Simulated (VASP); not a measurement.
# CaSe (Fm-3m) in VASP: settings compared

The runs below take CaSe through single point, with PBE, r2SCAN.

Program: VASP 6.6.1. These are calculated values, not measurements. Logs are shortened: lines on timing, memory, paths and dates and some standing lists are left out, and cuts for length are marked.

## Step 1: The cell of the first run

Symmetry: Fm-3m, No. 225, cubic system. The conventional cell has a = 5.935 Å, b = 5.935 Å, c = 5.935 Å, α = 90.00°, β = 90.00°, γ = 90.00°. Ca (site symmetry m-3m) has 6 Se at 2.97 Å within 3.9 Å. Within 3.9 Å of Se (site symmetry m-3m) lie 6 Ca at 2.97 Å.

## Step 2: Single point, PBE

Contents of INCAR:

```
PREC     = Accurate       # precision mode
ENCUT    = 520            # plane-wave cutoff, eV
EDIFF    = 1E-6           # SCF threshold, eV
ISMEAR   = 0              # smearing method
SIGMA    = 0.01           # smearing width, eV
LREAL    = False          # projectors in reciprocal space
LASPH    = True           # aspherical terms in the spheres
NELM     = 100            # most SCF steps
ALGO     = Normal         # electronic algorithm
ISIF     = 2              # what is computed and relaxed
LWAVE    = False          # write WAVECAR
LCHARG   = False          # write CHGCAR
GGA      = PE             # functional
NBANDS   = 15             # bands
```

Contents of KPOINTS:

```
Automatic mesh
0
Gamma
  4 4 4
```

Contents of POSCAR:

```
CaSe
1.0
    0.0000000000      2.9675351118      2.9675351118
    2.9675351118      0.0000000000      2.9675351118
    2.9675351118      2.9675351118      0.0000000000
Ca Se
1 1
Direct
    0.0000000000      0.0000000000      0.0000000000
    0.5000000000      0.5000000000      0.5000000000
```

Potentials or basis: VASP PAW PBE potentials, release 64 (Ca_sv, Se).

Launch:

```
$ cat potpaw_PBE.64/Ca_sv/POTCAR potpaw_PBE.64/Se/POTCAR > POTCAR
$ mpirun -np 1 vasp_std > vasp.out
```

OUTCAR:

```text
PREC = Accurate
   ENCUT = 520
   EDIFF = 1E-6
   ISMEAR = 0
   LREAL = False
   LASPH = True
   NELM = 100
   ISIF = 2
   GGA = PE

 ion  position               nearest neighbor table
   1  0.000  0.000  0.000-   2 2.97   2 2.97   2 2.97   2 2.97   2 2.97   2 2.97
   2  0.500  0.500  0.500-   1 2.97   1 2.97   1 2.97   1 2.97   1 2.97   1 2.97

  LATTYP: Found a face centered cubic cell.
 ALAT       =     5.9350702236

  Lattice vectors:

 A1 = (   0.0000000000,   2.9675351118,   2.9675351118)
 A2 = (   2.9675351118,   0.0000000000,   2.9675351118)
 A3 = (   2.9675351118,   2.9675351118,   0.0000000000)

Analysis of symmetry for initial positions (statically):
=====================================================================
 Subroutine PRICEL returns:
 Original cell was already a primitive cell.

 Routine SETGRP: Setting up the symmetry group for a
 face centered cubic supercell.

 Subroutine GETGRP returns: Found 48 space group operations
 (whereof 48 operations were pure point group operations)
 out of a pool of 48 trial point group operations.

The static configuration has the point symmetry O_h .

Analysis of symmetry for dynamics (positions and initial velocities):
=====================================================================
 Subroutine PRICEL returns:
 Original cell was already a primitive cell.

 Routine SETGRP: Setting up the symmetry group for a
 face centered cubic supercell.

 Subroutine GETGRP returns: Found 48 space group operations
 (whereof 48 operations were pure point group operations)
 out of a pool of 48 trial point group operations.

The dynamic configuration has the point symmetry O_h .

 Subroutine INISYM returns: Found 48 space group operations
 (whereof 48 operations are pure point group operations),
 and found     1 'primitive' translations

----------------------------------------------------------------------------------------

                                     Primitive cell

  volume of cell :      52.2658

  direct lattice vectors                    reciprocal lattice vectors
     0.000000000  2.967535112  2.967535112    -0.168490003  0.168490003  0.168490003
     2.967535112  0.000000000  2.967535112     0.168490003 -0.168490003  0.168490003
     2.967535112  2.967535112  0.000000000     0.168490003  0.168490003 -0.168490003

  length of vectors
     4.196728402  4.196728402  4.196728402     0.291833246  0.291833246  0.291833246

  position of ions in fractional coordinates (direct lattice)
     0.000000000  0.000000000  0.000000000
     0.500000000  0.500000000  0.500000000

  ion indices of the primitive-cell ions
   primitive index   ion index
                 1           1
                 2           2

----------------------------------------------------------------------------------------

 KPOINTS: Automatic mesh

Automatic generation of k-mesh.
 Grid dimensions read from file:
 generate k-points for:    4    4    4

 Generating k-lattice:

  Cartesian coordinates                     Fractional coordinates (reciprocal lattice)
    -0.042122501  0.042122501  0.042122501     0.250000000  0.000000000  0.000000000
     0.042122501 -0.042122501  0.042122501     0.000000000  0.250000000  0.000000000
     0.042122501  0.042122501 -0.042122501     0.000000000  0.000000000  0.250000000

  Length of vectors
     0.072958311  0.072958311  0.072958311

  Shift w.r.t. Gamma in fractional coordinates (k-lattice)
     0.000000000  0.000000000  0.000000000

 Subroutine IBZKPT returns following result:
 ===========================================

 Found      8 irreducible k-points:

 Following reciprocal coordinates:
            Coordinates               Weight
  0.000000  0.000000  0.000000      1.000000
  0.250000  0.000000  0.000000      8.000000
  0.500000  0.000000  0.000000      4.000000
  0.250000  0.250000  0.000000      6.000000
  0.500000  0.250000  0.000000     24.000000
 -0.250000  0.250000  0.000000     12.000000
  0.500000  0.500000  0.000000      3.000000
 -0.250000  0.500000  0.250000      6.000000
   k-points           NKPTS =      8   k-points in BZ     NKDIM =      8   number of bands    NBANDS=     15
   number of dos      NEDOS =    301   number of ions     NIONS =      2
   total plane-waves  NPLWV =  32768
   dimension x,y,z NGX =    32 NGY =   32 NGZ =   32
   dimension x,y,z NGXF=    64 NGYF=   64 NGZF=   64
   ions per type =               1   1
   NGX,Y,Z   is equivalent  to a cutoff of  12.68, 12.68, 12.68 a.u.
   NGXF,Y,Z  is equivalent  to a cutoff of  25.35, 25.35, 25.35 a.u.
 SYSTEM =  unknown system
   PREC   = accura    normal or accurate (medium, high low for compatibility)
   ISTART =      0    job   : 0-new  1-cont  2-samecut
   ICHARG =      2    charge: 1-file 2-atom 10-const
   ISPIN  =      1    spin polarized calculation?
   LNONCOLLINEAR =      F non collinear calculations
   LSORBIT =      F    spin-orbit coupling
   LASPH  =      T    aspherical Exc in radial PAW
   ENCUT  =  520.0 eV  38.22 Ry    6.18 a.u.   7.80  7.80  7.80*2*pi/ulx,y,z
   NELM   =    100;   NELMIN=  2; NELMDL= -5     # of ELM steps
   EDIFF  = 0.1E-05   stopping-criterion for ELM
   LREAL  =      F    real-space projection
   EDIFFG = 0.1E-04   stopping-criterion for IOM
   NSW    =      0    number of steps for IOM
   IBRION =     -1    ionic relax: 0-MD 1-quasi-New 2-CG
   NFREE  =      0    steps in history (QN), initial steepest desc. (CG)
   ISIF   =      2    stress and relaxation
   ISYM   =      2    0-nonsym 1-usesym 2-fastsym
   POTIM  = 0.5000    time-step for ionic-motion
   TEBEG  =    0.0;   TEEND  =   0.0 temperature during run
   PSTRESS=    0.0 pullay stress
   NELECT =      16.0000    total number of electrons
   NUPDOWN=      -1.0000    fix difference up-down
   EMIN   =  10.00;   EMAX   =-10.00  energy-range for DOS
   EFERMI =   0.00;   METHOD = LEGACY
   ISMEAR =     0;   SIGMA  =   0.01  broadening in eV -4-tet -1-fermi 0-gaus
   EFERMI_NEDOS =   21; number of points for ismear=-14 and -15
   IALGO  =     38    algorithm
   IMIX   =      4    mixing-type and parameters
     AMIX     =   0.40;   BMIX     =  1.00
     AMIX_MAG =   1.60;   BMIX_MAG =  1.00
  volume/ion in A,a.u.               =      26.13       176.35
  Fermi-wavevector in a.u.,A,eV,Ry     =   1.103339  2.085008 16.563146  1.217357
  Thomas-Fermi vector in A             =   2.239796
   LORBIT       =      0    0 simple, 1 ext, 2 COOP (PROOUT), +10 PAW based schemes
   GGA     = PE    functional components
   LHFCALC =     F    Hartree Fock is set to
   AEXX    =    0.0000 exact exchange contribution
   IVDW    =     0    specifies the selected vdW correction
   LEPSILON=     F    determine dielectric tensor
   LRPA    =     F    only Hartree local field effects (RPA)
 non-spin polarized calculation
 Gauss-broadening in eV      SIGMA  =   0.01
  energy-cutoff  :      520.00
  volume of cell :       52.27
 maximum number of plane-waves:      1424
   NGX = 15   NGY = 15   NGZ = 15

 number of electron      15.9999997 magnetization

 Free energy of the ion-electron system (eV)
  ---------------------------------------------------
  ext. energy  EPLUGINS =         0.00000000
  ---------------------------------------------------
  free energy    TOTEN  =        -9.46814156 eV

  energy without entropy =       -9.46814156  energy(sigma->0) =       -9.46814156

 E-fermi :   2.5584     XC(G=0):  -9.1088

 val. band max:        2.3894660104   @ k =   0.0000   0.0000   0.0000
 cond. band min:       4.4271642976   @ k =   0.5000   0.5000   0.0000
 fundamental gap:      2.0376982871
 Fermi energy:         2.5583928655

 k-point     1 :       0.0000    0.0000    0.0000
  band No.  band energies     occupation
      1     -37.4065      2.00000
      2     -18.3985      2.00000
      3     -18.3985      2.00000
      4     -18.3985      2.00000
      5      -9.3726      2.00000
      6       2.3895      2.00000
      7       2.3895      2.00000
      8       2.3895      2.00000
      9       5.6731      0.00000
     10       6.0871      0.00000
     11       6.0871      0.00000
     12       6.0871      0.00000
     13       6.6451      0.00000
     14       6.6451      0.00000
     15      12.0841      0.00000

 k-point     2 :       0.2500    0.0000    0.0000
  band No.  band energies     occupation
      1     -37.4033      2.00000
      2     -18.4536      2.00000
      3     -18.4022      2.00000
      4     -18.4022      2.00000
      5      -9.0523      2.00000
      6       0.4045      2.00000
      7       1.6999      2.00000
      8       1.6999      2.00000
      9       6.0976      0.00000
     10       6.8056      0.00000
     11       6.8056      0.00000
     12       8.0230      0.00000
     13       8.0230      0.00000
     14       8.0641      0.00000
     15      11.7347      0.00000

 k-point     3 :       0.5000    0.0000    0.0000
  band No.  band energies     occupation
      1     -37.4001      2.00000
      2     -18.5073      2.00000
      3     -18.4060      2.00000
      4     -18.4060      2.00000
      5      -8.6932      2.00000
      6      -0.8604      2.00000
      7       1.2097      2.00000
      8       1.2097      2.00000
      9       6.8843      0.00000
     10       7.8287      0.00000
     11       7.8574      0.00000
     12       7.8574      0.00000
     13       9.8359      0.00000
     14       9.8359      0.00000
     15      10.4280      0.00000
[... 55 lines left out ...]
 k-point     7 :       0.5000    0.5000    0.0000
  band No.  band energies     occupation
      1     -37.3980      2.00000
      2     -18.4773      2.00000
      3     -18.4301      2.00000
      4     -18.4301      2.00000
      5      -8.8039      2.00000
      6      -0.1082      2.00000
      7       1.4636      2.00000
      8       1.4636      2.00000
      9       4.4272      0.00000
     10       7.3869      0.00000
     11       7.3995      0.00000
     12       8.3604      0.00000
     13       8.3838      0.00000
     14       8.3838      0.00000
     15      12.4509      0.00000

 k-point     8 :      -0.2500    0.5000    0.2500
  band No.  band energies     occupation
      1     -37.3980      2.00000
      2     -18.4537      2.00000
      3     -18.4537      2.00000
      4     -18.4363      2.00000
      5      -8.7175      2.00000
      6       0.4278      2.00000
      7       0.4278      2.00000
      8       0.7334      2.00000
      9       6.7722      0.00000
     10       6.7722      0.00000
     11       7.5935      0.00000
     12       8.0761      0.00000
     13       8.3894      0.00000
     14      10.9226      0.00000
     15      11.3205      0.00000

------------------------ aborting loop because EDIFF is reached ----------------------------------------

  FORCE on cell =-STRESS in cart. coord.  units (eV):
  Direction    XX          YY          ZZ          XY          YZ          ZX
  --------------------------------------------------------------------------------------
  -------------------------------------------------------------------------------------
  Total        0.2790141      0.2790141      0.2790141     -0.0000000     -0.0000000      0.0000000
  in kB        8.5530121      8.5530121      8.5530121     -0.0000000     -0.0000000      0.0000000
  external PRESSURE =       8.5530121 kB  Pullay stress =       0.0000000 kB

 VOLUME and BASIS-vectors are now :
 -----------------------------------------------------------------------------
  energy-cutoff  :      520.00
  volume of cell :       52.27
      direct lattice vectors                 reciprocal lattice vectors
     0.000000000  2.967535112  2.967535112    -0.168490003  0.168490003  0.168490003
     2.967535112  0.000000000  2.967535112     0.168490003 -0.168490003  0.168490003
     2.967535112  2.967535112  0.000000000     0.168490003  0.168490003 -0.168490003

 POSITION                                       TOTAL-FORCE (eV/Angst)
 -----------------------------------------------------------------------------------
      0.00000      0.00000      0.00000        -0.000000      0.000000      0.000000
      2.96754      2.96754      2.96754         0.000000      0.000000     -0.000000
 -----------------------------------------------------------------------------------
    total drift:                                0.000000     -0.000000     -0.000000

  FREE ENERGIE OF THE ION-ELECTRON SYSTEM (eV)
  ---------------------------------------------------
  free  energy   TOTEN  =        -9.4681415576 eV

  energy  without entropy=       -9.4681415576  energy(sigma->0) =       -9.46814156
```

Run time: 4 s. Hardware: 1 thread of Intel Xeon 6975P-C (Granite Rapids), shared host; peak memory 0.17 GiB.

Results:

| Quantity | Value |
| --- | --- |
| Free energy | -9.4681 eV |
| Pressure | 0.9 GPa |
| Band gap on the k mesh | 2.04 eV, indirect (least direct gap 2.96 eV) |

Caveat: the k points lie up to 0.46 Å⁻¹ apart. As with any semilocal functional, this PBE gap is likely too small.

## Step 3: Single point, PBE

This run uses another cell than the first one, of 26.46 Å³/atom, 1.012 times its volume.

Contents of INCAR:

```
PREC = Accurate
ENCUT = 520
EDIFF = 1E-7
ISMEAR = -1
SIGMA = 0.02
LREAL = False
LASPH = True
NELM = 100
ALGO = Normal
ISIF = 2
LWAVE = False
LCHARG = False
GGA = PE
NBANDS = 15
```

Contents of KPOINTS:

```
regular mesh
0
Gamma
  6 6 6
```

Contents of POSCAR:

```
CaSe
1.0
    0.0000000000      2.9798162921      2.9798162921
    2.9798162921      0.0000000000      2.9798162921
    2.9798162921      2.9798162921      0.0000000000
Ca Se
1 1
Direct
    0.0000000000      0.0000000000      0.0000000000
    0.5000000000      0.5000000000      0.5000000000
```

Potentials or basis: VASP PAW PBE potentials, release 64 (Ca_sv, Se).

Launch:

```
$ cat potpaw_PBE.64/Ca_sv/POTCAR potpaw_PBE.64/Se/POTCAR > POTCAR
$ mpirun -np 1 vasp_std > vasp.out
```

Run time: 6.2 s. Hardware: 1 thread of Intel Xeon 6975P-C (Granite Rapids), shared host; peak memory 0.17 GiB.

Results (log left out):

```
Free energy            : -9.4851 eV
Pressure               : 0.1 GPa
Band gap on the k mesh : 2.08 eV, indirect (least direct gap 2.99 eV)
```

Levels at points of the mesh, in eV from the valence-band top:
```csv
k point,band 5,band 6,band 7,band 8,band 9,band 10,band 11,band 12
"(0.00, 0.00, 0.00)",-11.72,0.00,0.00,0.00,3.22,3.71,3.71,3.71
"(0.50, 0.00, 0.00)",-11.07,-3.20,-1.15,-1.15,4.48,5.42,5.45,5.45
"(0.50, 0.50, 0.00)",-11.17,-2.46,-0.91,-0.91,2.08,4.95,5.00,5.93
```

A k mesh can miss the band edges.

(Continued in part 2 of 2.)
